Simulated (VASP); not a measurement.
Here is a VASP 6.6.1 calculation.

File INCAR:

```
SYSTEM = Ni
PREC = Accurate
ENCUT = 600
EDIFF = 1E-6
ISMEAR = 0
SIGMA = 0.05
LREAL = .FALSE.
LASPH = .TRUE.
NELM = 200
ALGO = Normal
ISIF = 2
LWAVE = .FALSE.
LCHARG = .FALSE.
MAGMOM = 0 0 0.65
LORBIT = 11
LSORBIT = .TRUE.
GGA_COMPAT = .FALSE.
LORBMOM = .TRUE.
LMAXMIX = 4
GGA = PE
NBANDS = 21
```

Contents of KPOINTS:

```
Automatic mesh
0
G
  20 20 20
  0 0 0
```

File POSCAR:

```
Ni
1.0
   -1.4001771156      1.4001771156      1.4001771156
    1.4001771156     -1.4001771156      1.4001771156
    1.4001771156      1.4001771156     -1.4001771156
Ni
1
Direct
    0.0000000000      0.0000000000      0.0000000000
```

Potentials or basis: VASP PAW PBE potentials, release 64 (Ni).

Launch:

```sh
$ cat potpaw_PBE.64/Ni/POTCAR > POTCAR
$ mpirun -np 1 vasp_ncl > vasp.out
```

**Question.** Predict the net moment.

**Answer.** 0.57 μB per cell.

**Question.** Predict the pressure.

**Answer.** 0.1 GPa.

Moments on the atoms (μB; x, y, z):
```
Ni  0.00 0.00 0.58
```
